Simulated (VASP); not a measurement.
# V (R-3m) in VASP: further runs

Runs on V. Level: r2SCAN. Tasks: single point.

Everything below comes from runs of VASP 6.6.1. Logs are shortened: lines on timing, memory, paths and dates and some standing lists are left out, and cuts for length are marked.

## Step 1: The cell of the first run

Symmetry: R-3m, No. 166, trigonal system. Conventional cell: a = 2.832 Å, b = 2.832 Å, c = 5.867 Å, α = 90.00°, β = 90.00°, γ = 120.00°. Within 3.4 Å of V (site symmetry -3m) lie 12 V at 2.55 to 2.83 Å.

## Step 2: Single point, r2SCAN, collinear spin, ferromagnetic start

The input, POSCAR:

```
V
1.0
    1.4158365421      0.8174336087      3.9113091310
   -1.4158365421      0.8174336087      3.9113091310
    0.0000000000     -1.6348672174      3.9113091310
V
2
Direct
    0.2499994561      0.2499994561      0.2499994561
    0.7500005439      0.7500005439      0.7500005439
```

The input, INCAR.step1:

```
PREC     = Accurate       # precision mode
ENCUT    = 520            # plane-wave cutoff, eV
ISMEAR   = 0              # smearing method
SIGMA    = 0.1            # smearing width, eV
LREAL    = F              # projectors in reciprocal space
LASPH    = T              # aspherical terms in the spheres
NELM     = 150            # most SCF steps
ISPIN    = 2              # spin polarisation
MAGMOM   = 0.49 0.49      # initial moments
LMAXMIX  = 4              # l up to which the mixer works
NBANDS   = 24             # bands
GGA      = PE             # functional
ALGO     = Normal         # electronic algorithm
EDIFF    = 1E-4           # SCF threshold, eV
LWAVE    = T              # write WAVECAR
LCHARG   = F              # write CHGCAR
```

The input, INCAR.step2:

```
PREC     = Accurate       # precision mode
ENCUT    = 520            # plane-wave cutoff, eV
EDIFF    = 1E-7           # SCF threshold, eV
ISMEAR   = 0              # smearing method
SIGMA    = 0.1            # smearing width, eV
LREAL    = F              # projectors in reciprocal space
LASPH    = T              # aspherical terms in the spheres
NELM     = 150            # most SCF steps
ALGO     = Normal         # electronic algorithm
ISIF     = 2              # what is computed and relaxed
LWAVE    = F              # write WAVECAR
LCHARG   = F              # write CHGCAR
ISPIN    = 2              # spin polarisation
MAGMOM   = 0.49 0.49      # initial moments
LORBIT   = 11             # projections on sites
LMAXMIX  = 4              # l up to which the mixer works
METAGGA  = R2SCAN         # meta-GGA
LMIXTAU  = T            
NBANDS   = 24             # bands
ISTART   = 1
```

The input, KPOINTS:

```
Automatic mesh
0
Gamma
  6 6 6
```

Potentials or basis: VASP PAW PBE potentials, release 64 (V_sv).

Started as:

```bash
$ cat potpaw_PBE.64/V_sv/POTCAR > POTCAR
$ cp INCAR.step1 INCAR
$ mpirun -np 1 vasp_std > vasp.out
$ cp INCAR.step2 INCAR
$ mpirun -np 1 vasp_std > vasp.out
```

OUTCAR:

```text
PREC = Accurate
   ENCUT = 520
   EDIFF = 1E-7
   ISMEAR = 0
   LREAL = F
   LASPH = T
   NELM = 150
   ISIF = 2
   ISPIN = 2
   LORBIT = 11
   METAGGA = R2SCAN
   ISTART = 1

 ion  position               nearest neighbor table
   1  0.250  0.250  0.250-   2 2.55   2 2.55   2 2.55   2 2.55   2 2.55   2 2.55
   2  0.750  0.750  0.750-   1 2.55   1 2.55   1 2.55   1 2.55   1 2.55   1 2.55

  LATTYP: Found a trigonal (rhomboedric) cell.
 ALAT       =     4.2392369522
 COS(alpha) =     0.7769096188

  Lattice vectors:

 A1 = (   1.4158365421,   0.8174336087,   3.9113091310)
 A2 = (  -1.4158365421,   0.8174336087,   3.9113091310)
 A3 = (   0.0000000000,  -1.6348672174,   3.9113091310)

Analysis of symmetry for initial positions (statically):
=====================================================================
 Subroutine PRICEL returns following result:

  LATTYP: Found a trigonal (rhomboedric) cell.
 ALAT       =     2.5489852243
 COS(alpha) =     0.3829482422
[... 12 lines left out ...]
 Subroutine GETGRP returns: Found 12 space group operations
 (whereof 12 operations were pure point group operations)
 out of a pool of 12 trial point group operations.

The static configuration has the point symmetry D_3d.

Analysis of symmetry for dynamics (positions and initial velocities):
=====================================================================
 Subroutine PRICEL returns following result:

  LATTYP: Found a trigonal (rhomboedric) cell.
 ALAT       =     2.5489852243
 COS(alpha) =     0.3829482422
[... 12 lines left out ...]
 Subroutine GETGRP returns: Found 12 space group operations
 (whereof 12 operations were pure point group operations)
 out of a pool of 12 trial point group operations.

The dynamic configuration has the point symmetry D_3d.

Analysis of structural, dynamic, and magnetic symmetry:
=====================================================================
 Subroutine PRICEL returns following result:

  LATTYP: Found a trigonal (rhomboedric) cell.
 ALAT       =     2.5489852243
 COS(alpha) =     0.3829482422
[... 12 lines left out ...]
 Subroutine GETGRP returns: Found 12 space group operations
 (whereof 12 operations were pure point group operations)
 out of a pool of 12 trial point group operations.

The overall configuration has the point symmetry D_3d.

 Subroutine INISYM returns: Found 12 space group operations
 (whereof 12 operations are pure point group operations),
 and found     2 'primitive' translations

[... 113 lines left out ...]
  volume/ion in A,a.u.               =      13.58        91.64
  Fermi-wavevector in a.u.,A,eV,Ry     =   1.613440  3.048960 35.418552  2.603190
  Thomas-Fermi vector in A             =   2.708510
   LORBIT       =     11    0 simple, 1 ext, 2 COOP (PROOUT), +10 PAW based schemes
   METAGGA = R2SCAN    functional components
   LHFCALC =     F    Hartree Fock is set to
   AEXX    =    0.0000 exact exchange contribution
   IVDW    =     0    specifies the selected vdW correction
   LEPSILON=     F    determine dielectric tensor
   LRPA    =     F    only Hartree local field effects (RPA)
 spin polarized calculation
 Gauss-broadening in eV      SIGMA  =   0.10
  energy-cutoff  :      520.00
  volume of cell :       27.16
 maximum number of plane-waves:       744
   NGX = 15   NGY = 15   NGZ = 15

 number of electron      26.0000007 magnetization       0.0000069

 number of electron      26.0000007 magnetization      -0.0000048

 Free energy of the ion-electron system (eV)
  ---------------------------------------------------
  ext. energy  EPLUGINS =         0.00000000
  ---------------------------------------------------
  free energy    TOTEN  =       -27.82348604 eV

  energy without entropy =      -27.81523795  energy(sigma->0) =      -27.81936199

 E-fermi :   9.7739     XC(G=0): -13.9825

 val. band max:        9.6972700459   @ k =   0.5000   0.3333   0.1667
 cond. band min:       9.7749209013   @ k =   0.1667   0.1667   0.1667
 fundamental gap:      0.0776508554
 Fermi energy:         9.7738855900

 spin component 1

 k-point     1 :       0.0000    0.0000    0.0000
  band No.  band energies     occupation
      1     -56.6543      1.00000
      2     -56.3288      1.00000
      3     -29.8334      1.00000
      4     -29.1349      1.00000
      5     -29.1349      1.00000
      6     -28.8752      1.00000
[... 637 lines left out ...]
     23      23.9578      0.00000
     24      27.2829      0.00000

 [... further k-points ...]

 spin component 2

 k-point     1 :       0.0000    0.0000    0.0000
  band No.  band energies     occupation
      1     -56.6543      1.00000
      2     -56.3288      1.00000
      3     -29.8334      1.00000
      4     -29.1349      1.00000
      5     -29.1349      1.00000
      6     -28.8752      1.00000
[... 637 lines left out ...]
     23      23.9578      0.00000
     24      27.2829      0.00000

 [... further k-points ...]

------------------------ aborting loop because EDIFF is reached ----------------------------------------

  FORCE on cell =-STRESS in cart. coord.  units (eV):
  Direction    XX          YY          ZZ          XY          YZ          ZX
  --------------------------------------------------------------------------------------
  -------------------------------------------------------------------------------------
  Total        0.1174547      0.1174547      0.1412652      0.0000000      0.0000000      0.0000000
  in kB        6.9285460      6.9285460      8.3331045      0.0000000      0.0000000      0.0000000
  external PRESSURE =       7.3967322 kB  Pullay stress =       0.0000000 kB

 VOLUME and BASIS-vectors are now :
 -----------------------------------------------------------------------------
  energy-cutoff  :      520.00
  volume of cell :       27.16
      direct lattice vectors                 reciprocal lattice vectors
     1.415836542  0.817433609  3.911309131     0.353148111  0.203890157  0.085222958
    -1.415836542  0.817433609  3.911309131    -0.353148111  0.203890157  0.085222958
     0.000000000 -1.634867217  3.911309131     0.000000000 -0.407780314  0.085222958

 POSITION                                       TOTAL-FORCE (eV/Angst)
 -----------------------------------------------------------------------------------
      0.00000      0.00000      2.93348         0.000000      0.000000     -0.000000
      0.00000      0.00000      8.80045         0.000000      0.000000      0.000000
 -----------------------------------------------------------------------------------
    total drift:                                0.000000      0.000000     -0.000000

  FREE ENERGIE OF THE ION-ELECTRON SYSTEM (eV)
  ---------------------------------------------------
  free  energy   TOTEN  =       -27.8234860355 eV

  energy  without entropy=      -27.8152379453  energy(sigma->0) =      -27.81936199

 total charge

# of ion       s       p       d       tot
------------------------------------------
    1        2.344   6.225   3.089  11.658
    2        2.344   6.225   3.089  11.658
--------------------------------------------------
tot          4.687  12.450   6.178  23.315

 magnetization (x)

# of ion       s       p       d       tot
------------------------------------------
    1        0.000  -0.000  -0.000  -0.000
    2        0.000  -0.000  -0.000  -0.000
--------------------------------------------------
tot          0.000  -0.000  -0.000  -0.000
```

OUTCAR.step1:

```text
PREC = Accurate
   ENCUT = 520
   ISMEAR = 0
   LREAL = F
   LASPH = T
[... 1571 lines left out ...]
 -----------------------------------------------------------------------------------
      0.00000      0.00000      2.93348         0.000000      0.000000     -0.000000
      0.00000      0.00000      8.80045         0.000000     -0.000000      0.000000
 -----------------------------------------------------------------------------------
    total drift:                                0.000000      0.000000     -0.000000

  FREE ENERGIE OF THE ION-ELECTRON SYSTEM (eV)
  ---------------------------------------------------
  free  energy   TOTEN  =       -17.5359782474 eV

  energy  without entropy=      -17.5268489513  energy(sigma->0) =      -17.53141360
```

OSZICAR.step1:

```text
N       E                     dE             d eps       ncg     rms          rms(c)
DAV:   1     0.313134247582E+03    0.31313E+03   -0.15406E+04  3080   0.125E+03
DAV:   2    -0.113979416545E+02   -0.32453E+03   -0.31472E+03  3208   0.420E+02
DAV:   3    -0.197929619268E+02   -0.83950E+01   -0.83690E+01  3368   0.805E+01
DAV:   4    -0.198479082247E+02   -0.54946E-01   -0.54943E-01  3640   0.689E+00
DAV:   5    -0.198487056045E+02   -0.79738E-03   -0.79737E-03  3448   0.757E-01    0.255E+01
DAV:   6    -0.175608649982E+02    0.22878E+01   -0.53413E+00  3272   0.266E+01    0.324E+00
DAV:   7    -0.175461825220E+02    0.14682E-01   -0.12302E-01  3480   0.276E+00    0.178E+00
DAV:   8    -0.175367015561E+02    0.94810E-02   -0.85684E-03  3552   0.908E-01    0.116E+00
DAV:   9    -0.175355283992E+02    0.11732E-02   -0.20270E-03  3536   0.467E-01    0.238E-01
DAV:  10    -0.175359245603E+02   -0.39616E-03   -0.22200E-04  2864   0.166E-01    0.621E-02
DAV:  11    -0.175359782474E+02   -0.53687E-04   -0.50323E-05  1672   0.812E-02
   1 F= -.17535978E+02 E0= -.17531414E+02  d E =-.912930E-02  mag=     0.0027
```

It took 76 s on 1 thread of Intel Xeon 6975P-C (Granite Rapids), shared host; peak memory 0.22 GiB.

Results:

```yaml
Free_energy: -27.8235 eV
Pressure: 0.7 GPa
Band_gap_on_the_k_mesh: zero (filled and empty bands overlap)
Net_moment: 0.00 μB per cell
Valence_electrons_inside_the_program's_atomic_spheres: V 11.66
```

Stress tensor (GPa, compression positive):
```
0.69 0.00 0.00
0.00 0.69 0.00
0.00 0.00 0.83
```

Caveat: the k points lie up to 0.44 Å⁻¹ apart; the PAW data sets were made with another functional, which shifts forces and pressure a little.

(Part 1 of 2 ends here.)
